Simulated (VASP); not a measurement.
Here is a VASP 6.6.1 calculation.

Contents of INCAR:

```
SYSTEM = Ti
ALGO = Normal
EDIFF = 1E-6
ENCUT = 500
GGA = LIBXC
GGA_COMPAT = .False.
ISIF = 2
ISMEAR = 1
LASPH = .True.
LCHARG = .True.
LELF = .True.
LIBXC1 = GGA_X_B88
LIBXC2 = GGA_C_PBE
LREAL = .False.
LVHAR = .True.
LWAVE = .False.
NBANDS = 19
NELM = 120
PREC = Accurate
SIGMA = 0.15
```

File KPOINTS:

```
k-points
0
Gamma
  11 11 6
  0 0 0
```

The input POSCAR:

```
Ti
1.0
    2.8691370400      0.0000000000      0.0000000000
   -1.4345685200      2.4847455636      0.0000000000
    0.0000000000      0.0000000000      4.5517157100
Ti
2
Direct
    0.6666666667      0.3333333333      0.7500000000
    0.3333333333      0.6666666667      0.2500000000
```

Potentials or basis: VASP PAW PBE potentials, release 64 (Ti_sv).

Command:

```sh
$ cat potpaw_PBE.64/Ti_sv/POTCAR > POTCAR
$ mpirun -np 1 vasp_std > vasp.out
```

**Question.** Predict the pressure.

**Answer.** 7.9 GPa.

**Question.** Predict the band gap on the k mesh.

**Answer.** Zero (bands 12 and 13 overlap by 1.00 eV).

Stress tensor (GPa, compression positive):
```
8.02 0.00 0.00
0.00 8.02 0.00
0.00 0.00 7.79
```

Caveat: the cell stands under pressure; the PAW data sets were made with another functional, which shifts forces and pressure a little.
